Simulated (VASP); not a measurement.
# Ga8Se3S5 (Pm) in VASP: single point with PBE+D3(BJ)

Aim: the single point of Ga8Se3S5 with PBE+D3(BJ).

Everything below comes from runs of VASP 6.6.1. Logs are shortened: lines on timing, memory, paths and dates and some standing lists are left out, and cuts for length are marked.

### 1 The cell of the first run

It takes space group Pm (No. 6, monoclinic). The conventional cell has a = 6.335 Å, b = 3.659 Å, c = 15.702 Å, α = 90.00°, β = 90.22°, γ = 90.00°. Within 3.1 Å of Ga (site symmetry m) lie 1 S at 2.34 Å and 1 Ga at 2.45 Å and 2 Se at 2.45 Å. Ga (site symmetry m) has 2 S at 2.35 Å and 1 Ga at 2.45 Å and 1 Se at 2.46 Å within 3.1 Å. Within 3.1 Å of Ga (site symmetry m) lie 1 S at 2.34 Å and 1 Ga at 2.44 Å and 2 Se at 2.45 Å. Ga (site symmetry m) has 2 S at 2.35 Å and 1 Ga at 2.45 Å and 1 Se at 2.46 Å within 3.1 Å. Within 3.1 Å of Ga (site symmetry m) lie 3 S at 2.36 Å and 1 Ga at 2.45 Å. Ga (site symmetry m) has 3 S at 2.36 Å and 1 Ga at 2.45 Å within 3.1 Å. Within 3.1 Å of Ga (site symmetry m) lie 1 S at 2.34 Å and 1 Ga at 2.44 Å and 2 Se at 2.45 Å. Within 3.1 Å of Ga (site symmetry m) lie 2 S at 2.35 Å and 1 Ga at 2.45 Å and 1 Se at 2.46 Å.

### 2 Single point, PBE+D3(BJ)

The input, INCAR:

```
PREC = Accurate ; ENCUT = 520
EDIFF = 1E-7 ; ISMEAR = 0
SIGMA = 0.1 ; LREAL = Auto
LASPH = True ; NELM = 100
ALGO = Normal ; ISIF = 2
LWAVE = False ; LCHARG = False
GGA = PE ; IVDW = 12
NBANDS = 90
```

The input, KPOINTS:

```
regular mesh
0
Gamma
  6 6 2
```

The input, POSCAR:

```
Ga8Se3S5
1.0
    7.3155623774     -0.0017099116      0.0118805694
   -1.8296310053      3.1690138631      0.0000000000
    0.0256832393      0.0148282251     15.7023531077
Ga Se S
8 3 5
Direct
    0.1647399820      0.6647399820      0.1754531248
    0.6748638906      0.6748638906      0.1750004929
    0.3375042518      0.3375042518      0.6704400814
    0.8258500868      0.3258500868      0.6700973514
    0.1671218572      0.6671218572      0.3312401543
    0.6697504560      0.6697504560      0.3310989858
    0.3360455130      0.3360455130      0.8258641086
    0.8241361087      0.3241361087      0.8260834809
    0.1655720147      0.6655720147      0.5933539002
    0.3373463280      0.3373463280      0.0979027788
    0.1621291328      0.6621291328      0.9029561836
    0.6656759247      0.6656759247      0.6017227221
    0.8370325759      0.3370325759      0.1070296064
    0.6632565890      0.6632565890      0.8947472780
    0.3350973080      0.3350973080      0.3977898084
    0.8338779809      0.3338779809      0.3992199423
```

Potentials or basis: VASP PAW PBE potentials, release 64 (Ga_d, Se, S).

On the command line:

```sh
cat potpaw_PBE.64/Ga_d/POTCAR potpaw_PBE.64/Se/POTCAR potpaw_PBE.64/S/POTCAR > POTCAR
mpirun -np 1 vasp_std > vasp.out
```

OUTCAR:

```text
PREC = Accurate
   ENCUT = 520
   EDIFF = 1E-7
   ISMEAR = 0
   LREAL = Auto
   LASPH = True
   NELM = 100
   ISIF = 2
   GGA = PE
   IVDW = 12
 IVDW          = 12

 ion  position               nearest neighbor table
   1  0.165  0.665  0.175-  13 2.34   5 2.45  10 2.45  10 2.45
   2  0.675  0.675  0.175-  13 2.35  13 2.35   6 2.45  10 2.46
   3  0.338  0.338  0.670-  12 2.34   7 2.44   9 2.45   9 2.45
   4  0.826  0.326  0.670-  12 2.35  12 2.35   8 2.45   9 2.46
   5  0.167  0.667  0.331-  16 2.36  15 2.36  15 2.36   1 2.45
   6  0.670  0.670  0.331-  15 2.36  16 2.36  16 2.36   2 2.45
   7  0.336  0.336  0.826-  14 2.34   3 2.44  11 2.45  11 2.45
   8  0.824  0.324  0.826-  14 2.35  14 2.35   4 2.45  11 2.46
   9  0.166  0.666  0.593-   3 2.45   3 2.45   4 2.46
  10  0.337  0.337  0.098-   1 2.45   1 2.45   2 2.46
  11  0.162  0.662  0.903-   7 2.45   7 2.45   8 2.46
  12  0.666  0.666  0.602-   3 2.34   4 2.35   4 2.35
  13  0.837  0.337  0.107-   1 2.34   2 2.35   2 2.35
  14  0.663  0.663  0.895-   7 2.34   8 2.35   8 2.35
  15  0.335  0.335  0.398-   6 2.36   5 2.36   5 2.36
  16  0.834  0.334  0.399-   5 2.36   6 2.36   6 2.36

  LATTYP: Found a simple monoclinic cell.
 ALAT       =     6.3346190484
 B/A-ratio  =     0.5776609430
 C/A-ratio  =     2.4788201142
 COS(beta)  =    -0.0037641514

  Lattice vectors:

 A1 = (   5.4859313721,   3.1673039515,   0.0118805694)
 A2 = (   1.8296310053,  -3.1690138631,   0.0000000000)
 A3 = (  -0.0256832393,  -0.0148282251, -15.7023531077)

Analysis of symmetry for initial positions (statically):
=====================================================================
 Subroutine PRICEL returns:
 Original cell was already a primitive cell.

 Routine SETGRP: Setting up the symmetry group for a
 simple monoclinic supercell.

 Subroutine GETGRP returns: Found  2 space group operations
 (whereof  2 operations were pure point group operations)
 out of a pool of  4 trial point group operations.

The static configuration has the point symmetry C_1h.

Analysis of symmetry for dynamics (positions and initial velocities):
=====================================================================
 Subroutine PRICEL returns:
 Original cell was already a primitive cell.

 Routine SETGRP: Setting up the symmetry group for a
 simple monoclinic supercell.

 Subroutine GETGRP returns: Found  2 space group operations
 (whereof  2 operations were pure point group operations)
 out of a pool of  4 trial point group operations.

The dynamic configuration has the point symmetry C_1h.

 Subroutine INISYM returns: Found  2 space group operations
[... 133 lines left out ...]
   POTIM  = 0.5000    time-step for ionic-motion
   TEBEG  =    0.0;   TEEND  =   0.0 temperature during run
   PSTRESS=    0.0 pullay stress
   NELECT =     152.0000    total number of electrons
   NUPDOWN=      -1.0000    fix difference up-down
   EMIN   =  10.00;   EMAX   =-10.00  energy-range for DOS
   EFERMI =   0.00;   METHOD = LEGACY
   ISMEAR =     0;   SIGMA  =   0.10  broadening in eV -4-tet -1-fermi 0-gaus
   EFERMI_NEDOS =   21; number of points for ismear=-14 and -15
   IALGO  =     38    algorithm
   IMIX   =      4    mixing-type and parameters
     AMIX     =   0.40;   BMIX     =  1.00
     AMIX_MAG =   1.60;   BMIX_MAG =  1.00
  volume/ion in A,a.u.               =      22.75       153.52
  Fermi-wavevector in a.u.,A,eV,Ry     =   1.223669  2.312399 20.372891  1.497365
  Thomas-Fermi vector in A             =   2.358771
   LORBIT       =      0    0 simple, 1 ext, 2 COOP (PROOUT), +10 PAW based schemes
   GGA     = PE    functional components
   LHFCALC =     F    Hartree Fock is set to
   AEXX    =    0.0000 exact exchange contribution
   IVDW    =    12    specifies the selected vdW correction
   LEPSILON=     F    determine dielectric tensor
   LRPA    =     F    only Hartree local field effects (RPA)
 non-spin polarized calculation
 Gauss-broadening in eV      SIGMA  =   0.10
  energy-cutoff  :      520.00
  volume of cell :      363.98
 maximum number of plane-waves:      9844
   NGX = 27   NGY = 13   NGZ = 59

 number of electron     151.9999994 magnetization

 Free energy of the ion-electron system (eV)
  ---------------------------------------------------
  ext. energy  EPLUGINS =         0.00000000
  ---------------------------------------------------
  free energy    TOTEN  =       -64.10678992 eV

  energy without entropy =      -64.10678992  energy(sigma->0) =      -64.10678992

 E-fermi :   4.1015     XC(G=0):  -9.3747

 val. band max:        3.6824898869   @ k =   0.0000   0.0000   0.0000
 cond. band min:       5.0021615184   @ k =   0.0000   0.0000   0.0000
 fundamental gap:      1.3196716315
 Fermi energy:         4.1014801625

 k-point     1 :       0.0000    0.0000    0.0000
  band No.  band energies     occupation
      1     -11.5468      2.00000
      2     -11.4357      2.00000
      3     -11.4300      2.00000
      4     -11.4075      2.00000
      5     -11.3515      2.00000
      6     -11.3464      2.00000
[... 2173 lines left out ...]
     87       7.7157      0.00000
     88       7.7669      0.00000

 [... further k-points ...]

 [bands above 88 left out]

------------------------ aborting loop because EDIFF is reached ----------------------------------------

 Edisp (eV)   -4.45489

 E8    (eV) :    -1.8937

  FORCE on cell =-STRESS in cart. coord.  units (eV):
  Direction    XX          YY          ZZ          XY          YZ          ZX
  --------------------------------------------------------------------------------------
  -------------------------------------------------------------------------------------
  Total      -0.00855     0.07585     0.07606    -0.07309     0.00905     0.01568
  in kB      -0.03763     0.33388     0.33478    -0.32173     0.03986     0.06903
  external pressure =        0.21 kB  Pullay stress =        0.00 kB

 VOLUME and BASIS-vectors are now :
 -----------------------------------------------------------------------------
  energy-cutoff  :      520.00
  volume of cell :      363.98
      direct lattice vectors                 reciprocal lattice vectors
     7.315562377 -0.001709912  0.011880569     0.136713824  0.078931763 -0.000298151
    -1.829631005  3.169013863  0.000000000     0.000074251  0.315598446 -0.000298151
     0.025683239  0.014828225 15.702353108    -0.000103439 -0.000059721  0.063684948

 POSITION                                       TOTAL-FORCE (eV/Angst)
 -----------------------------------------------------------------------------------
     -0.00656      2.10889      2.75698         0.003523      0.002034      0.017263
      3.70675      2.14009      2.75594        -0.009043     -0.005221      0.019453
      1.86874      1.07892     10.53150        -0.004794     -0.002768      0.016804
      5.46258      1.04115     10.53192         0.004459      0.002575      0.007284
      0.01051      2.11874      5.20324        -0.001567     -0.000905     -0.014965
      3.68271      2.12621      5.20699         0.006876      0.003970     -0.007368
[... 8 lines left out ...]
      1.84854      1.06725      6.25022         0.002392      0.001381      0.002366
      5.49967      1.06256      6.27860        -0.006425     -0.003710      0.006928
 -----------------------------------------------------------------------------------
    total drift:                               -0.006582     -0.003636     -0.002403

  FREE ENERGIE OF THE ION-ELECTRON SYSTEM (eV)
  ---------------------------------------------------
  free  energy   TOTEN  =       -68.5616767710 eV

  energy  without entropy=      -68.5616767710  energy(sigma->0) =      -68.56167677
```

Run time: 56 min. Hardware: 1 thread of Oxide Virtual Turin-like, shared host; peak memory 0.81 GiB.

Results:

```yaml
Free_energy: -68.5617 eV
Pressure: 0.0 GPa
Largest_force: 0.024 eV/Å
Band_gap_on_the_k_mesh: 1.32 eV
Dispersion_energy_per_atom: -0.278 eV
```

Forces in eV/Å, atoms in the order of the input:
```
Ga   0.004  0.002  0.017
Ga  -0.009 -0.005  0.019
Ga  -0.005 -0.003  0.017
Ga   0.004  0.003  0.007
Ga  -0.002 -0.001 -0.015
Ga   0.007  0.004 -0.007
Ga  -0.001  0.000 -0.015
Ga   0.005  0.003 -0.013
Se  -0.010 -0.006 -0.011
Se   0.003  0.002 -0.023
Se  -0.002 -0.001  0.024
S    0.007  0.004 -0.011
S    0.003  0.002 -0.018
S    0.000  0.000  0.020
S    0.002  0.001  0.002
S   -0.006 -0.004  0.007
```

Levels at points of the mesh, in eV from the valence-band top:
```tsv
k point	band 73	band 74	band 75	band 76	band 77	band 78	band 79	band 80
(0.00, 0.00, 0.00)	-1.20	-1.14	-1.03	0.00	1.32	1.44	1.48	1.93
(0.50, 0.00, 0.00)	-1.10	-0.99	-0.73	-0.57	2.09	2.14	2.44	2.48
(0.00, 0.50, 0.00)	-2.26	-2.20	-1.73	-1.71	1.42	1.42	1.50	1.52
(0.50, 0.50, 0.00)	-1.85	-1.84	-1.41	-1.37	2.15	2.20	2.57	2.62
(0.00, 0.00, 0.50)	-1.13	-1.04	-0.79	-0.74	1.56	1.62	1.75	1.84
(0.50, 0.00, 0.50)	-0.86	-0.82	-0.77	-0.69	2.19	2.21	2.33	2.40
(0.00, 0.50, 0.50)	-2.01	-1.99	-1.99	-1.96	1.55	1.63	1.68	1.78
(0.50, 0.50, 0.50)	-1.67	-1.64	-1.63	-1.55	2.30	2.30	2.39	2.49
```

A k mesh can miss the band edges.
